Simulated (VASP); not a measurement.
# TiB (Pnma) in VASP: further runs

TiB is run at these levels: PBEsol; tasks: relaxation of cell and atoms.

Everything below comes from runs of VASP 6.6.1. Logs are shortened: lines on timing, memory, paths and dates and some standing lists are left out, and cuts for length are marked.

### 1 The cell of the first run

It takes space group Pnma (No. 62, orthorhombic). Conventional cell: a = 6.120 Å, b = 3.060 Å, c = 4.560 Å, α = 90.00°, β = 90.00°, γ = 90.00°. Within 3.1 Å of Ti (site symmetry m) lie 7 B at 2.34 to 2.54 Å and 8 Ti at 2.88 to 3.06 Å. Within 2.4 Å of B (site symmetry m) lie 2 B at 1.83 Å and 6 Ti at 2.34 to 2.39 Å.

### 2 Relaxation of cell and atoms, PBEsol, target pressure 5 GPa, at which the enthalpy is minimised

Contents of INCAR:

```
SYSTEM = TiB
PREC = Accurate ; ENCUT = 500
EDIFF = 1E-7 ; ISMEAR = -1
SIGMA = 0.05 ; LREAL = .False.
LASPH = .True. ; NELM = 120
ALGO = Normal ; ISIF = 3
LWAVE = .False. ; LCHARG = .False.
GGA = PS ; IBRION = 2
NSW = 60 ; EDIFFG = -0.01
PSTRESS = 50.0 ; GGA_COMPAT = .False.
NELMIN = 4
```

Contents of KPOINTS:

```
Automatic mesh
0
Gamma
  5 9 6
  0 0 0
```

Contents of POSCAR:

```
TiB
1.0
    6.1200000000      0.0000000000      0.0000000000
    0.0000000000      3.0600000000      0.0000000000
    0.0000000000      0.0000000000      4.5600000000
Ti B
4 4
Direct
    0.6770000000      0.2500000000      0.3770000000
    0.3230000000      0.7500000000      0.6230000000
    0.8230000000      0.7500000000      0.8770000000
    0.1770000000      0.2500000000      0.1230000000
    0.5290000000      0.2500000000      0.8970000000
    0.4710000000      0.7500000000      0.1030000000
    0.9710000000      0.7500000000      0.3970000000
    0.0290000000      0.2500000000      0.6030000000
```

Potentials or basis: VASP PAW PBE potentials, release 64 (Ti_sv, B).

On the command line:

```
$ cat potpaw_PBE.64/Ti_sv/POTCAR potpaw_PBE.64/B/POTCAR > POTCAR
$ mpirun -np 1 vasp_std > vasp.out
```

OUTCAR:

```text
SYSTEM = TiB
   PREC = Accurate
   ENCUT = 500
   EDIFF = 1E-7
   ISMEAR = -1
   LREAL = .False.
   LASPH = .True.
   NELM = 120
   ISIF = 3
   GGA = PS
   IBRION = 2
   NSW = 60
   EDIFFG = -0.01
   PSTRESS = 50.0
   NELMIN = 4

 ion  position               nearest neighbor table
   1  0.677  0.250  0.377-   6 2.34   6 2.34   7 2.36   7 2.36   5 2.37   8 2.39   5 2.54   2 2.88
                             2 2.88   3 2.89   3 2.89   3 2.89   3 2.89
   2  0.323  0.750  0.623-   5 2.34   5 2.34   8 2.36   8 2.36   6 2.37   7 2.39   6 2.54   1 2.88
                             1 2.88   4 2.89   4 2.89   4 2.89   4 2.89
   3  0.823  0.750  0.877-   8 2.34   8 2.34   5 2.36   5 2.36   7 2.37   6 2.39   7 2.54   4 2.88
                             4 2.88   1 2.89   1 2.89   1 2.89   1 2.89
   4  0.177  0.250  0.123-   7 2.34   7 2.34   6 2.36   6 2.36   8 2.37   5 2.39   8 2.54   3 2.88
                             3 2.88   2 2.89   2 2.89   2 2.89   2 2.89
   5  0.529  0.250  0.897-   6 1.83   6 1.83   2 2.34   2 2.34   3 2.36   3 2.36   1 2.37   4 2.39
                             1 2.54
   6  0.471  0.750  0.103-   5 1.83   5 1.83   1 2.34   1 2.34   4 2.36   4 2.36   2 2.37   3 2.39
                             2 2.54
   7  0.971  0.750  0.397-   8 1.83   8 1.83   4 2.34   4 2.34   1 2.36   1 2.36   3 2.37   2 2.39
                             3 2.54
   8  0.029  0.250  0.603-   7 1.83   7 1.83   3 2.34   3 2.34   2 2.36   2 2.36   4 2.37   1 2.39
                             4 2.54

  LATTYP: Found a simple orthorhombic cell.
 ALAT       =     3.0600000000
 B/A-ratio  =     1.4901960784
 C/A-ratio  =     2.0000000000

  Lattice vectors:

 A1 = (   0.0000000000,   3.0600000000,   0.0000000000)
 A2 = (   0.0000000000,   0.0000000000,   4.5600000000)
 A3 = (   6.1200000000,   0.0000000000,   0.0000000000)

Analysis of symmetry for initial positions (statically):
=====================================================================
 Subroutine PRICEL returns:
 Original cell was already a primitive cell.

 Routine SETGRP: Setting up the symmetry group for a
 simple orthorhombic supercell.

 Subroutine GETGRP returns: Found  8 space group operations
 (whereof  2 operations were pure point group operations)
 out of a pool of  8 trial point group operations.

The static configuration has the point symmetry S_2 .
 The point group associated with its full space group is D_2h.

Analysis of symmetry for dynamics (positions and initial velocities):
=====================================================================
 Subroutine PRICEL returns:
 Original cell was already a primitive cell.

 Routine SETGRP: Setting up the symmetry group for a
 simple orthorhombic supercell.

 Subroutine GETGRP returns: Found  8 space group operations
 (whereof  2 operations were pure point group operations)
 out of a pool of  8 trial point group operations.

The dynamic configuration has the point symmetry S_2 .
 The point group associated with its full space group is D_2h.

 Subroutine INISYM returns: Found  8 space group operations
 (whereof  2 operations are pure point group operations),
 and found     1 'primitive' translations

----------------------------------------------------------------------------------------

                                     Primitive cell

  volume of cell :      85.3960

  direct lattice vectors                    reciprocal lattice vectors
     6.120000000  0.000000000  0.000000000     0.163398693  0.000000000  0.000000000
     0.000000000  3.060000000  0.000000000     0.000000000  0.326797386  0.000000000
     0.000000000  0.000000000  4.560000000     0.000000000  0.000000000  0.219298246

  length of vectors
     6.120000000  3.060000000  4.560000000     0.163398693  0.326797386  0.219298246

  position of ions in fractional coordinates (direct lattice)
     0.677000000  0.250000000  0.377000000
     0.323000000  0.750000000  0.623000000
     0.823000000  0.750000000  0.877000000
     0.177000000  0.250000000  0.123000000
     0.529000000  0.250000000  0.897000000
     0.471000000  0.750000000  0.103000000
     0.971000000  0.750000000  0.397000000
     0.029000000  0.250000000  0.603000000

  ion indices of the primitive-cell ions
   primitive index   ion index
                 1           1
                 2           2
                 3           3
                 4           4
                 5           5
                 6           6
                 7           7
                 8           8

----------------------------------------------------------------------------------------

 KPOINTS: Automatic mesh

Automatic generation of k-mesh.
 Grid dimensions read from file:
 generate k-points for:    5    9    6

 Generating k-lattice:

  Cartesian coordinates                     Fractional coordinates (reciprocal lattice)
     0.032679739  0.000000000  0.000000000     0.200000000  0.000000000  0.000000000
     0.000000000  0.036310821  0.000000000     0.000000000  0.111111111  0.000000000
     0.000000000  0.000000000  0.036549708     0.000000000  0.000000000  0.166666667

  Length of vectors
     0.032679739  0.036310821  0.036549708

  Shift w.r.t. Gamma in fractional coordinates (k-lattice)
     0.000000000  0.000000000  0.000000000

 Subroutine IBZKPT returns following result:
 ===========================================

 Found     60 irreducible k-points:

 Following reciprocal coordinates:
            Coordinates               Weight
  0.000000  0.000000  0.000000      1.000000
  0.200000  0.000000  0.000000      2.000000
  0.400000  0.000000  0.000000      2.000000
  0.000000  0.111111  0.000000      2.000000
  0.200000  0.111111  0.000000      4.000000
  0.400000  0.111111  0.000000      4.000000
[... 16 lines left out ...]
  0.200000  0.222222  0.166667      8.000000
  0.400000  0.222222  0.166667      8.000000
 [... further k-points ...]
   k-points           NKPTS =     60   k-points in BZ     NKDIM =     60   number of bands    NBANDS=     36
   number of dos      NEDOS =    301   number of ions     NIONS =      8
   total plane-waves  NPLWV =  41472
   dimension x,y,z NGX =    48 NGY =   24 NGZ =   36
   dimension x,y,z NGXF=    96 NGYF=   48 NGZF=   72
   ions per type =               4   4
   NGX,Y,Z   is equivalent  to a cutoff of  13.04, 13.04, 13.12 a.u.
   NGXF,Y,Z  is equivalent  to a cutoff of  26.08, 26.08, 26.25 a.u.
 SYSTEM =  TiB
   PREC   = accura    normal or accurate (medium, high low for compatibility)
   ISTART =      0    job   : 0-new  1-cont  2-samecut
   ICHARG =      2    charge: 1-file 2-atom 10-const
   ISPIN  =      1    spin polarized calculation?
   LNONCOLLINEAR =      F non collinear calculations
   LSORBIT =      F    spin-orbit coupling
   LASPH  =      T    aspherical Exc in radial PAW
   ENCUT  =  500.0 eV  36.75 Ry    6.06 a.u.  11.16  5.58  8.31*2*pi/ulx,y,z
   NELM   =    120;   NELMIN=  4; NELMDL= -5     # of ELM steps
   EDIFF  = 0.1E-06   stopping-criterion for ELM
   LREAL  =      F    real-space projection
   EDIFFG = -.1E-01   stopping-criterion for IOM
   NSW    =     60    number of steps for IOM
   IBRION =      2    ionic relax: 0-MD 1-quasi-New 2-CG
   NFREE  =      1    steps in history (QN), initial steepest desc. (CG)
   ISIF   =      3    stress and relaxation
   ISYM   =      2    0-nonsym 1-usesym 2-fastsym
   POTIM  = 0.5000    time-step for ionic-motion
   TEBEG  =    0.0;   TEEND  =   0.0 temperature during run
   PSTRESS=   50.0 pullay stress
   NELECT =      60.0000    total number of electrons
   NUPDOWN=      -1.0000    fix difference up-down
   EMIN   =  10.00;   EMAX   =-10.00  energy-range for DOS
   EFERMI =   0.00;   METHOD = LEGACY
   ISMEAR =    -1;   SIGMA  =   0.05  broadening in eV -4-tet -1-fermi 0-gaus
   EFERMI_NEDOS =   21; number of points for ismear=-14 and -15
   IALGO  =     38    algorithm
   IMIX   =      4    mixing-type and parameters
     AMIX     =   0.40;   BMIX     =  1.00
     AMIX_MAG =   1.60;   BMIX_MAG =  1.00
  volume/ion in A,a.u.               =      10.67        72.04
  Fermi-wavevector in a.u.,A,eV,Ry     =   1.455390  2.750288 28.819312  2.118160
  Thomas-Fermi vector in A             =   2.572430
   LORBIT       =      0    0 simple, 1 ext, 2 COOP (PROOUT), +10 PAW based schemes
   GGA     = PS    functional components
   LHFCALC =     F    Hartree Fock is set to
   AEXX    =    0.0000 exact exchange contribution
   IVDW    =     0    specifies the selected vdW correction
   LEPSILON=     F    determine dielectric tensor
   LRPA    =     F    only Hartree local field effects (RPA)
 conjugate gradient relaxation of ions
 non-spin polarized calculation
  energy-cutoff  :      500.00
  volume of cell :       85.40
 maximum number of plane-waves:      2192
 NGX is ok and might be reduce to    48
   NGX = 23   NGY = 11   NGZ = 17

--------------------------------------- Ionic step        1  -------------------------------------------

 number of electron      60.0000028 magnetization

 Free energy of the ion-electron system (eV)
  ---------------------------------------------------
  ext. energy  EPLUGINS =         0.00000000
  ---------------------------------------------------
  free energy    TOTEN  =       -68.57599067 eV

  energy without entropy =      -68.54133672  energy(sigma->0) =      -68.55866370

------------------------ aborting loop because EDIFF is reached ----------------------------------------

  FORCE on cell =-STRESS in cart. coord.  units (eV):
  Direction    XX          YY          ZZ          XY          YZ          ZX
  --------------------------------------------------------------------------------------
  -------------------------------------------------------------------------------------
  Total       -3.0813080     -2.9237695     -2.9634020      0.0000000      0.0000000      0.0000000
  in kB      -57.8106698    -54.8549756    -55.5985500      0.0000000      0.0000000      0.0000000
  external PRESSURE =    -106.0880651 kB  Pullay stress =      50.0000000 kB
[... 293 lines left out ...]
  enthalpy is  TOTEN    =       -66.0546148638 eV   P V=        2.5423356778

--------------------------------------- Ionic step        8  -------------------------------------------

 number of electron      59.9999994 magnetization

 Free energy of the ion-electron system (eV)
  ---------------------------------------------------
  ext. energy  EPLUGINS =         0.00000000
  ---------------------------------------------------
  free energy    TOTEN  =       -68.59664041 eV

  energy without entropy =      -68.56329363  energy(sigma->0) =      -68.57996702

 E-fermi :   9.0453     XC(G=0): -12.7045

 val. band max:        9.0447589157   @ k =   0.4000   0.3333   0.3333
 cond. band min:       9.0456988600   @ k =   0.2000   0.2222   0.0000
 fundamental gap:      0.0009399443
 Fermi energy:         9.0453308419

 k-point     1 :       0.0000    0.0000    0.0000
  band No.  band energies     occupation
      1     -46.8774      2.00000
      2     -46.8057      2.00000
      3     -46.7514      2.00000
      4     -46.7069      2.00000
      5     -23.4925      2.00000
      6     -23.4792      2.00000
[... 925 lines left out ...]
     35      11.5480      0.00000
     36      11.6904      0.00000

 [... further k-points ...]
[... 5 lines left out ...]
  --------------------------------------------------------------------------------------
  -------------------------------------------------------------------------------------
  Total        2.4836028      2.4869081      2.4793054      0.0000000      0.0000000      0.0000000
  in kB       48.8510001     48.9160150     48.7664746      0.0000000      0.0000000      0.0000000
  external PRESSURE =      -1.1555034 kB  Pullay stress =      50.0000000 kB
[... 23 lines left out ...]
  FREE ENERGIE OF THE ION-ELECTRON SYSTEM (eV)
  ---------------------------------------------------
  free  energy   TOTEN  =       -68.5966404130 eV

  energy  without entropy=      -68.5632936303  energy(sigma->0) =      -68.57996702

  enthalpy is  TOTEN    =       -66.0546220799 eV   P V=        2.5420183331

 reached required accuracy - stopping structural energy minimisation
```

Wall time 27 min (1 thread of Oxide Virtual Turin-like, shared host); peak memory 0.25 GiB.

Results:

| Item | Value |
| --- | --- |
| Free energy | -68.5966 eV |
| Relaxed volume | 10.18 Å³/atom |
| Relaxed cell | a = 6.014 Å, b = 3.015 Å, c = 4.492 Å, α = 90.00°, β = 90.00°, γ = 90.00° |
| Space group after relaxing (to 0.1 Å) | Pnma (No. 62) |
| Energy change on relaxing (the run minimises the enthalpy) | -2.6 meV/atom |
| Ionic steps | 8 |
| Pressure after relaxing | 4.9 GPa |
| Largest force after relaxing | 0.008 eV/Å |
| Band gap on the k mesh | zero (bands 30 and 31 overlap by 1.62 eV) |

Forces in eV/Å, atoms in the order of the input:
```
Ti  -0.008  0.000 -0.001
Ti   0.008  0.000  0.001
Ti   0.008  0.000 -0.001
Ti  -0.008  0.000  0.001
B   -0.001  0.000  0.005
B    0.001  0.000 -0.005
B    0.001  0.000  0.005
B   -0.001  0.000 -0.005
```

The path:
```csv
step,energy change (eV),largest force (eV/Å),pressure (GPa),volume (Å³)
1,0.0000,0.2547,-5.61,85.40
2,0.3323,0.2585,20.50,76.95
3,-0.0175,0.1114,4.94,81.46
4,-0.0151,0.1099,5.18,81.39
5,-0.0177,0.0521,5.13,81.39
6,-0.0181,0.0391,5.11,81.38
7,-0.0210,0.0059,4.85,81.47
8,-0.0206,0.0079,4.88,81.46
```

Final structure:
```
Ti B
1.0
     6.01419    0.00000    0.00000
     0.00000    3.01512    0.00000
     0.00000    0.00000    4.49197
Ti B
4 4
Cartesian
  4.0723 0.7538 1.7002
  1.9419 2.2613 2.7917
  4.9490 2.2613 3.9462
  1.0652 0.7538 0.5458
  3.1906 0.7538 4.0393
  2.8236 2.2613 0.4527
  5.8307 2.2613 1.7933
  0.1835 0.7538 2.6987
```

Caveat: the cell is relaxed towards a set pressure, so the run minimises the enthalpy, not the energy; the PAW data sets were made with another functional, which shifts forces and pressure a little.

### 3 Relaxation of cell and atoms, PBEsol, target pressure 10 GPa, at which the enthalpy is minimised

Contents of INCAR:

```
  PREC = Accurate
  ENCUT = 500
  EDIFF = 1E-7
  ISMEAR = -1
  SIGMA = 0.05
  LREAL = False
  LASPH = True
  NELM = 120
  ALGO = Normal
  ISIF = 3
  LWAVE = False
  LCHARG = False
  GGA = PS
  IBRION = 2
  NSW = 60
  EDIFFG = -0.01
  PSTRESS = 100.0
  GGA_COMPAT = False
  NELMIN = 4
```

Contents of KPOINTS:

```
Automatic mesh
0
Gamma
  5 9 6
```

POSCAR is that of step 2.

Potentials or basis: VASP PAW PBE potentials, release 64 (Ti_sv, B).

On the command line:

```
$ cat potpaw_PBE.64/Ti_sv/POTCAR potpaw_PBE.64/B/POTCAR > POTCAR
$ mpirun -np 1 vasp_std > vasp.out
```

Wall time 24 min (1 thread of Oxide Virtual Turin-like, shared host); peak memory 0.26 GiB.

It converged, with:

* Free energy: -68.5194 eV
* Relaxed volume: 9.97 Å³/atom
* Relaxed cell: a = 5.973 Å, b = 2.996 Å, c = 4.459 Å, α = 90.00°, β = 90.00°, γ = 90.00°
* Space group after relaxing (to 0.1 Å): Pnma (No. 62)
* Energy change on relaxing (the run minimises the enthalpy): +7.1 meV/atom
* Ionic steps: 11
* Pressure after relaxing: 10.0 GPa
* Largest force after relaxing: 0.006 eV/Å
* Band gap on the k mesh: zero (bands 30 and 31 overlap by 1.64 eV)

Forces in eV/Å, atoms in the order of the input:
```
Ti   0.000  0.000  0.003
Ti   0.000  0.000 -0.003
Ti   0.000  0.000  0.003
Ti   0.000  0.000 -0.003
B    0.001  0.000  0.006
B   -0.001  0.000 -0.006
B   -0.001  0.000  0.006
B    0.001  0.000 -0.006
```

Stress tensor (GPa, compression positive):
```
 9.95  0.00  0.00
 0.00 10.04  0.00
 0.00  0.00 10.03
```

Step by step:
```
step  energy change (eV)  largest force (eV/Å)  pressure (GPa)  volume (Å³)
   1              0.0000                0.2547           -5.61        85.40
   2              1.0021                0.4208           36.96        73.18
   3              0.0514                0.1178            9.65        79.95
   4              0.0579                0.1197           10.01        79.84
   5              0.0648                0.1227           10.37        79.73
   6              0.0636                0.0561           10.37        79.69
   7              0.0645                0.0394           10.39        79.67
   8              0.0476                0.0171            9.50        79.93
   9              0.0532                0.0171            9.81        79.84
  10              0.0582                0.0053           10.09        79.76
  11              0.0566                0.0058           10.01        79.78
```

Final structure:
```yaml
crystal:
  lattice:
    - [5.97261, 0.00000, 0.00000]
    - [0.00000, 2.99575, 0.00000]
    - [0.00000, 0.00000, 4.45902]
  atoms:
    - { symbol: Ti, position: [0.67683, 0.25000, 0.37896] }
    - { symbol: Ti, position: [0.32317, 0.75000, 0.62104] }
    - { symbol: Ti, position: [0.82317, 0.75000, 0.87896] }
    - { symbol: Ti, position: [0.17683, 0.25000, 0.12104] }
    - { symbol: B, position: [0.53071, 0.25000, 0.89860] }
    - { symbol: B, position: [0.46929, 0.75000, 0.10140] }
    - { symbol: B, position: [0.96929, 0.75000, 0.39860] }
    - { symbol: B, position: [0.03071, 0.25000, 0.60140] }
```

Levels at points of the mesh, in eV from the Fermi level:
```tsv
k point	band 27	band 28	band 29	band 30	band 31	band 32	band 33	band 34
(0.00, 0.00, 0.00)	-0.91	-0.59	0.69	0.84	0.99	1.33	1.61	1.77
(0.00, 0.00, 0.50)	-0.95	-0.95	-0.07	-0.07	1.73	1.73	2.25	2.25
```

Caveat: the cell is relaxed towards a set pressure, so the run minimises the enthalpy, not the energy; the PAW data sets were made with another functional, which shifts forces and pressure a little.
